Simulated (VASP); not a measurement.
# ScAl3P2 (P4/mmm) in VASP: a series of runs

ScAl3P2 is run at these levels: PBE; tasks: single point, relaxation of cell and atoms.

Program: VASP 6.6.1. These are calculated values, not measurements. Logs are shortened: lines on timing, memory, paths and dates and some standing lists are left out, and cuts for length are marked.

## 1. The cell of the first run

The structure is tetragonal, space group P4/mmm (No. 123). The conventional cell has a = 4.893 Å, b = 4.893 Å, c = 5.220 Å, α = 90.00°, β = 90.00°, γ = 90.00°. Sc (site symmetry 4/mmm) has 2 Al at 2.61 Å within 3.4 Å. Within 3.2 Å of Al (site symmetry mmm) lie 2 Al at 2.45 Å and 4 P at 2.88 Å. Within 3.2 Å of Al (site symmetry 4/mmm) lie 4 Al at 2.45 Å and 2 Sc at 2.61 Å. P (site symmetry 4mm) has 1 P at 2.19 Å and 4 Al at 2.88 Å within 2.9 Å.

The cell was built from a structure type or drawn by symmetry, and may not be a known phase.

## 2. Single point, PBE, collinear spin

Contents of INCAR:

```
PREC     = Accurate       # precision mode
ENCUT    = 520            # plane-wave cutoff, eV
EDIFF    = 1E-6           # SCF threshold, eV
ISMEAR   = 0              # smearing method
SIGMA    = 0.1            # smearing width, eV
LREAL    = F              # projectors in reciprocal space
LASPH    = T              # aspherical terms in the spheres
NELM     = 150            # most SCF steps
ALGO     = Normal         # electronic algorithm
ISIF     = 2              # what is computed and relaxed
LWAVE    = F              # write WAVECAR
LCHARG   = F              # write CHGCAR
ISPIN    = 2              # spin polarisation
MAGMOM   = 1 0 0 0 0 0    # initial moments
LORBIT   = 11             # projections on sites
LMAXMIX  = 4              # l up to which the mixer works
GGA      = PE             # functional
NBANDS   = 28             # bands
```

Contents of KPOINTS:

```
regular mesh
0
Gamma
  4 4 4
```

Contents of POSCAR:

```
ScAl3P2
1.0
    4.8932986009      0.0000000000      0.0000000000
    0.0000000000      4.8932986009      0.0000000000
    0.0000000000      0.0000000000      5.2199884397
Sc Al P
1 3 2
Direct
    0.0000000000      0.0000000000      0.0000000000
    0.5000000000      0.0000000000      0.5000000000
    0.0000000000      0.5000000000      0.5000000000
    0.0000000000      0.0000000000      0.5000000000
    0.5000000000      0.5000000000      0.2096752308
    0.5000000000      0.5000000000      0.7903247692
```

Potentials or basis: VASP PAW PBE potentials, release 64 (Sc_sv, Al, P).

Launch:

```bash
$ cat potpaw_PBE.64/Sc_sv/POTCAR potpaw_PBE.64/Al/POTCAR potpaw_PBE.64/P/POTCAR > POTCAR
$ mpirun -np 1 vasp_std > vasp.out
```

OUTCAR:

```text
PREC = Accurate
   ENCUT = 520
   EDIFF = 1E-6
   ISMEAR = 0
   LREAL = F
   LASPH = T
   NELM = 150
   ISIF = 2
   ISPIN = 2
   LORBIT = 11
   GGA = PE

 ion  position               nearest neighbor table
   1  0.000  0.000  0.000-   4 2.61   4 2.61
   2  0.500  0.000  0.500-   4 2.45   4 2.45   6 2.88   5 2.88   6 2.88   5 2.88
   3  0.000  0.500  0.500-   4 2.45   4 2.45   6 2.88   5 2.88   5 2.88   6 2.88
   4  0.000  0.000  0.500-   2 2.45   3 2.45   3 2.45   2 2.45   1 2.61   1 2.61
   5  0.500  0.500  0.210-   6 2.19   3 2.88   2 2.88   2 2.88   3 2.88
   6  0.500  0.500  0.790-   5 2.19   3 2.88   2 2.88   2 2.88   3 2.88

  LATTYP: Found a simple tetragonal cell.
 ALAT       =     4.8932986009
 C/A-ratio  =     1.0667627025

  Lattice vectors:

 A1 = (   4.8932986009,   0.0000000000,   0.0000000000)
 A2 = (   0.0000000000,   4.8932986009,   0.0000000000)
 A3 = (   0.0000000000,   0.0000000000,   5.2199884397)

Analysis of symmetry for initial positions (statically):
=====================================================================
 Subroutine PRICEL returns:
 Original cell was already a primitive cell.

 Routine SETGRP: Setting up the symmetry group for a
 simple tetragonal supercell.

 Subroutine GETGRP returns: Found 16 space group operations
 (whereof 16 operations were pure point group operations)
 out of a pool of 16 trial point group operations.

The static configuration has the point symmetry D_4h.

Analysis of symmetry for dynamics (positions and initial velocities):
=====================================================================
 Subroutine PRICEL returns:
 Original cell was already a primitive cell.

 Routine SETGRP: Setting up the symmetry group for a
 simple tetragonal supercell.

 Subroutine GETGRP returns: Found 16 space group operations
 (whereof 16 operations were pure point group operations)
 out of a pool of 16 trial point group operations.

The dynamic configuration has the point symmetry D_4h.

Analysis of structural, dynamic, and magnetic symmetry:
=====================================================================
 Subroutine PRICEL returns:
 Original cell was already a primitive cell.

 Routine SETGRP: Setting up the symmetry group for a
 simple tetragonal supercell.

 Subroutine GETGRP returns: Found 16 space group operations
 (whereof 16 operations were pure point group operations)
 out of a pool of 16 trial point group operations.

The overall configuration has the point symmetry D_4h.

 Subroutine INISYM returns: Found 16 space group operations
 (whereof 16 operations are pure point group operations),
 and found     1 'primitive' translations

----------------------------------------------------------------------------------------

                                     Primitive cell

  volume of cell :     124.9893

  direct lattice vectors                    reciprocal lattice vectors
     4.893298601  0.000000000  0.000000000     0.204361124  0.000000000  0.000000000
     0.000000000  4.893298601  0.000000000     0.000000000  0.204361124  0.000000000
     0.000000000  0.000000000  5.219988440     0.000000000  0.000000000  0.191571305

  length of vectors
     4.893298601  4.893298601  5.219988440     0.204361124  0.204361124  0.191571305

  position of ions in fractional coordinates (direct lattice)
     0.000000000  0.000000000  0.000000000
     0.500000000  0.000000000  0.500000000
     0.000000000  0.500000000  0.500000000
     0.000000000  0.000000000  0.500000000
     0.500000000  0.500000000  0.209675231
     0.500000000  0.500000000  0.790324769

  ion indices of the primitive-cell ions
   primitive index   ion index
                 1           1
                 2           2
                 3           3
                 4           4
                 5           5
                 6           6

[... 23 lines left out ...]

 Found     18 irreducible k-points:

 Following reciprocal coordinates:
            Coordinates               Weight
  0.000000  0.000000  0.000000      1.000000
  0.250000  0.000000  0.000000      4.000000
  0.500000  0.000000  0.000000      2.000000
  0.250000  0.250000  0.000000      4.000000
  0.500000  0.250000  0.000000      4.000000
  0.500000  0.500000  0.000000      1.000000
[... 10 lines left out ...]
  0.500000  0.250000  0.500000      4.000000
  0.500000  0.500000  0.500000      1.000000
   k-points           NKPTS =     18   k-points in BZ     NKDIM =     18   number of bands    NBANDS=     28
   number of dos      NEDOS =    301   number of ions     NIONS =      6
   total plane-waves  NPLWV =  51840
   dimension x,y,z NGX =    36 NGY =   36 NGZ =   40
   dimension x,y,z NGXF=    72 NGYF=   72 NGZF=   80
   ions per type =               1   3   2
   NGX,Y,Z   is equivalent  to a cutoff of  12.23, 12.23, 12.74 a.u.
   NGXF,Y,Z  is equivalent  to a cutoff of  24.46, 24.46, 25.48 a.u.
 SYSTEM =  unknown system
   PREC   = accura    normal or accurate (medium, high low for compatibility)
   ISTART =      0    job   : 0-new  1-cont  2-samecut
   ICHARG =      2    charge: 1-file 2-atom 10-const
   ISPIN  =      2    spin polarized calculation?
   LNONCOLLINEAR =      F non collinear calculations
   LSORBIT =      F    spin-orbit coupling
   LASPH  =      T    aspherical Exc in radial PAW
   ENCUT  =  520.0 eV  38.22 Ry    6.18 a.u.   9.10  9.10  9.71*2*pi/ulx,y,z
   NELM   =    150;   NELMIN=  2; NELMDL= -5     # of ELM steps
   EDIFF  = 0.1E-05   stopping-criterion for ELM
   LREAL  =      F    real-space projection
   EDIFFG = 0.1E-04   stopping-criterion for IOM
   NSW    =      0    number of steps for IOM
   IBRION =     -1    ionic relax: 0-MD 1-quasi-New 2-CG
   NFREE  =      0    steps in history (QN), initial steepest desc. (CG)
   ISIF   =      2    stress and relaxation
   ISYM   =      2    0-nonsym 1-usesym 2-fastsym
   POTIM  = 0.5000    time-step for ionic-motion
   TEBEG  =    0.0;   TEEND  =   0.0 temperature during run
   PSTRESS=    0.0 pullay stress
   NELECT =      30.0000    total number of electrons
   NUPDOWN=      -1.0000    fix difference up-down
   EMIN   =  10.00;   EMAX   =-10.00  energy-range for DOS
   EFERMI =   0.00;   METHOD = LEGACY
   ISMEAR =     0;   SIGMA  =   0.10  broadening in eV -4-tet -1-fermi 0-gaus
   EFERMI_NEDOS =   21; number of points for ismear=-14 and -15
   IALGO  =     38    algorithm
   IMIX   =      4    mixing-type and parameters
     AMIX     =   0.40;   BMIX     =  1.00
     AMIX_MAG =   1.60;   BMIX_MAG =  1.00
  volume/ion in A,a.u.               =      20.83       140.58
  Fermi-wavevector in a.u.,A,eV,Ry     =   1.017398  1.922604 14.083376  1.035099
  Thomas-Fermi vector in A             =   2.150797
   LORBIT       =     11    0 simple, 1 ext, 2 COOP (PROOUT), +10 PAW based schemes
   GGA     = PE    functional components
   LHFCALC =     F    Hartree Fock is set to
   AEXX    =    0.0000 exact exchange contribution
   IVDW    =     0    specifies the selected vdW correction
   LEPSILON=     F    determine dielectric tensor
   LRPA    =     F    only Hartree local field effects (RPA)
 spin polarized calculation
 Gauss-broadening in eV      SIGMA  =   0.10
  energy-cutoff  :      520.00
  volume of cell :      124.99
 maximum number of plane-waves:      3384
   NGX = 19   NGY = 19   NGZ = 19

 number of electron      29.9999996 magnetization       0.0001617

 Free energy of the ion-electron system (eV)
  ---------------------------------------------------
  ext. energy  EPLUGINS =         0.00000000
  ---------------------------------------------------
  free energy    TOTEN  =       -26.27705781 eV

  energy without entropy =      -26.26002022  energy(sigma->0) =      -26.26853902

 E-fermi :   5.6109     XC(G=0):  -9.5364

 val. band max:        5.6037253166   @ k =   0.0000   0.0000   0.2500
 cond. band min:       5.6324198822   @ k =   0.5000   0.0000   0.2500
 fundamental gap:      0.0286945656
 Fermi energy:         5.6108710981

 spin component 1

 k-point     1 :       0.0000    0.0000    0.0000
  band No.  band energies     occupation
      1     -45.0779      1.00000
      2     -23.7706      1.00000
      3     -23.7706      1.00000
      4     -23.5528      1.00000
      5      -7.0402      1.00000
      6      -2.3991      1.00000
[... 529 lines left out ...]
     26      10.6481      0.00000
     27      12.0520      0.00000
 Fermi energy:         5.6108710981

 spin component 2

 k-point     1 :       0.0000    0.0000    0.0000
  band No.  band energies     occupation
      1     -45.0779      1.00000
      2     -23.7705      1.00000
      3     -23.7705      1.00000
      4     -23.5527      1.00000
      5      -7.0402      1.00000
      6      -2.3991      1.00000
[... 529 lines left out ...]
     26      10.6481      0.00000
     27      12.0477      0.00000
 [bands above 27 left out]

------------------------ aborting loop because EDIFF is reached ----------------------------------------

  FORCE on cell =-STRESS in cart. coord.  units (eV):
  Direction    XX          YY          ZZ          XY          YZ          ZX
  --------------------------------------------------------------------------------------
  -------------------------------------------------------------------------------------
  Total        0.0889986      0.0889986     -0.0654233      0.0000000      0.0000000      0.0000000
  in kB        1.1408291      1.1408291     -0.8386288      0.0000000      0.0000000      0.0000000
  external PRESSURE =       0.4810098 kB  Pullay stress =       0.0000000 kB

 VOLUME and BASIS-vectors are now :
 -----------------------------------------------------------------------------
  energy-cutoff  :      520.00
  volume of cell :      124.99
      direct lattice vectors                 reciprocal lattice vectors
     4.893298601  0.000000000  0.000000000     0.204361124  0.000000000  0.000000000
     0.000000000  4.893298601  0.000000000     0.000000000  0.204361124  0.000000000
     0.000000000  0.000000000  5.219988440     0.000000000  0.000000000  0.191571305

 POSITION                                       TOTAL-FORCE (eV/Angst)
 -----------------------------------------------------------------------------------
      0.00000      0.00000      0.00000         0.000000      0.000000     -0.000000
      2.44665      0.00000      2.60999         0.000000      0.000000     -0.000000
      0.00000      2.44665      2.60999         0.000000      0.000000     -0.000000
      0.00000      0.00000      2.60999         0.000000      0.000000     -0.000000
      2.44665      2.44665      1.09450         0.000000     -0.000000     -0.040918
      2.44665      2.44665      4.12549         0.000000      0.000000      0.040918
 -----------------------------------------------------------------------------------
    total drift:                               -0.000000      0.000000     -0.000000

  FREE ENERGIE OF THE ION-ELECTRON SYSTEM (eV)
  ---------------------------------------------------
  free  energy   TOTEN  =       -26.2770578129 eV

  energy  without entropy=      -26.2600202186  energy(sigma->0) =      -26.26853902

 total charge

# of ion       s       p       d       tot
------------------------------------------
    1        2.188   6.054   1.024   9.266
    2        0.470   0.294   0.000   0.764
    3        0.470   0.294   0.000   0.764
    4        0.478   0.488   0.000   0.965
    5        1.092   1.317   0.000   2.409
    6        1.092   1.317   0.000   2.409
--------------------------------------------------
tot          5.790   9.765   1.024  16.579

 magnetization (x)

# of ion       s       p       d       tot
------------------------------------------
    1        0.000   0.000   0.000   0.000
    2        0.000   0.000   0.000   0.000
    3        0.000   0.000   0.000   0.000
    4        0.000  -0.000   0.000   0.000
    5        0.000  -0.000   0.000  -0.000
    6        0.000  -0.000   0.000  -0.000
--------------------------------------------------
tot          0.000   0.000   0.000   0.000
```

It took 65 s on 1 thread of AMD EPYC 9R45 (Zen 5), shared host; peak memory 0.27 GiB.

Results:

* Free energy: -26.2771 eV
* Pressure: 0.0 GPa
* Largest force: 0.041 eV/Å
* Band gap on the k mesh: zero (filled and empty bands overlap)
* Net moment: 0.00 μB per cell
* Valence electrons inside the program's atomic spheres: Sc 9.27; Al 0.76, 0.96 (each value once); P 2.41

Forces on the atoms (eV/Å):
```
Sc   0.000  0.000  0.000
Al   0.000  0.000  0.000
Al   0.000  0.000  0.000
Al   0.000  0.000  0.000
P    0.000  0.000 -0.041
P    0.000  0.000  0.041
```

Levels at points of the mesh, in eV from the Fermi level:
Spin up:
| k point | band 12 | band 13 | band 14 | band 15 | band 16 | band 17 | band 18 | band 19 |
| --- | --- | --- | --- | --- | --- | --- | --- | --- |
| (0.00, 0.00, 0.00) | -0.89 | -0.89 | -0.70 | -0.70 | -0.53 | -0.19 | 0.62 | 1.06 |
| (0.50, 0.00, 0.00) | -2.56 | -2.18 | -0.25 | -0.15 | -0.14 | 0.29 | 0.78 | 1.15 |
| (0.50, 0.50, 0.00) | -2.33 | -1.14 | -1.14 | -0.14 | 0.76 | 0.87 | 1.00 | 1.60 |
| (0.00, 0.00, 0.50) | -2.95 | -2.58 | -1.30 | -0.70 | -0.02 | -0.02 | 0.20 | 0.80 |
| (0.50, 0.00, 0.50) | -2.48 | -2.26 | -1.87 | -1.26 | 0.28 | 0.59 | 0.90 | 1.64 |
| (0.50, 0.50, 0.50) | -2.37 | -1.90 | 0.74 | 0.91 | 0.99 | 1.00 | 1.00 | 1.12 |
Spin down:
```tsv
k point	band 12	band 13	band 14	band 15	band 16	band 17	band 18	band 19
(0.00, 0.00, 0.00)	-0.89	-0.89	-0.70	-0.70	-0.53	-0.19	0.62	1.06
(0.50, 0.00, 0.00)	-2.56	-2.18	-0.25	-0.15	-0.14	0.29	0.78	1.15
(0.50, 0.50, 0.00)	-2.33	-1.14	-1.14	-0.14	0.76	0.87	1.00	1.60
(0.00, 0.00, 0.50)	-2.95	-2.58	-1.30	-0.70	-0.02	-0.02	0.20	0.80
(0.50, 0.00, 0.50)	-2.48	-2.26	-1.87	-1.26	0.28	0.59	0.90	1.64
(0.50, 0.50, 0.50)	-2.37	-1.90	0.74	0.91	0.99	1.00	1.00	1.12
```

## 3. Relaxation of cell and atoms, PBE

Contents of INCAR:

```
PREC     = Accurate       # precision mode
ENCUT    = 600            # plane-wave cutoff, eV
EDIFF    = 1E-6           # SCF threshold, eV
ISMEAR   = 0              # smearing method
SIGMA    = 0.1            # smearing width, eV
LREAL    = False          # projectors in reciprocal space
LASPH    = True           # aspherical terms in the spheres
NELM     = 60             # most SCF steps
ALGO     = Normal         # electronic algorithm
ISIF     = 3              # what is computed and relaxed
LWAVE    = False          # write WAVECAR
LCHARG   = False          # write CHGCAR
GGA      = PE             # functional
IBRION   = 2              # ionic algorithm
NSW      = 100            # ionic steps
EDIFFG   = -0.01          # ionic threshold
```

Contents of KPOINTS:

```
Automatic mesh
0
Gamma
  8 8 8
```

POSCAR is that of step 2.

Potentials or basis: VASP PAW PBE potentials, release 64 (Sc_sv, Al, P).

Launch:

```bash
$ cat potpaw_PBE.64/Sc_sv/POTCAR potpaw_PBE.64/Al/POTCAR potpaw_PBE.64/P/POTCAR > POTCAR
$ mpirun -np 1 vasp_std > vasp.out
```

Wall time 4.2 min (1 thread of AMD EPYC 9R45 (Zen 5), shared host); peak memory 0.39 GiB.

It converged, with:

| Item | Value |
| --- | --- |
| Free energy | -26.2857 eV |
| Relaxed volume | 20.78 Å³/atom |
| Relaxed cell | a = 4.884 Å, b = 4.884 Å, c = 5.226 Å, α = 90.00°, β = 90.00°, γ = 90.00° |
| Space group after relaxing (to 0.1 Å) | P4/mmm (No. 123) |
| Energy gained by relaxing | 0.1 meV/atom |
| Ionic steps | 4 |
| Pressure after relaxing | 0.0 GPa |
| Largest force after relaxing | 0.004 eV/Å |
| Band gap on the k mesh | zero (bands 15 and 16 overlap by 1.68 eV) |

Forces in eV/Å, atoms in the order of the input:
```
Sc   0.000  0.000  0.000
Al   0.000  0.000  0.000
Al   0.000  0.000  0.000
Al   0.000  0.000  0.000
P    0.000  0.000 -0.004
P    0.000  0.000  0.004
```

The path:
```tsv
step	energy change (eV)	largest force (eV/Å)	pressure (GPa)	volume (Å³)
1	0.0000	0.0376	-0.07	124.99
2	-0.0005	0.0237	-0.06	124.83
3	-0.0005	0.0196	-0.07	124.84
4	-0.0005	0.0043	0.02	124.66
```

Final structure:
```
Sc Al P
1.0
     4.88380    0.00000    0.00000
     0.00000    4.88380    0.00000
     0.00000    0.00000    5.22645
Sc Al P
1 3 2
Cartesian
  0.0000 0.0000 0.0000
  2.4419 4.8838 2.6132
  0.0000 2.4419 2.6132
  0.0000 4.8838 2.6132
  2.4419 2.4419 1.0968
  2.4419 2.4419 4.1296
```

Levels at points of the mesh, in eV from the Fermi level:
```
           k point  band 12  band 13  band 14  band 15  band 16  band 17  band 18  band 19
(0.00, 0.00, 0.00)    -0.97    -0.97    -0.72    -0.72    -0.58    -0.23     0.55     0.99
(0.50, 0.00, 0.00)    -2.65    -2.20    -0.31    -0.24    -0.20     0.23     0.73     1.08
(0.50, 0.50, 0.00)    -2.42    -1.19    -1.19    -0.18     0.71     0.81     0.95     1.54
(0.00, 0.00, 0.50)    -3.02    -2.63    -1.38    -0.77    -0.06    -0.06     0.15     0.69
(0.50, 0.00, 0.50)    -2.51    -2.35    -1.90    -1.29     0.22     0.49     0.84     1.77
(0.50, 0.50, 0.50)    -2.40    -1.99     0.63     0.86     0.92     0.95     0.95     1.06
```
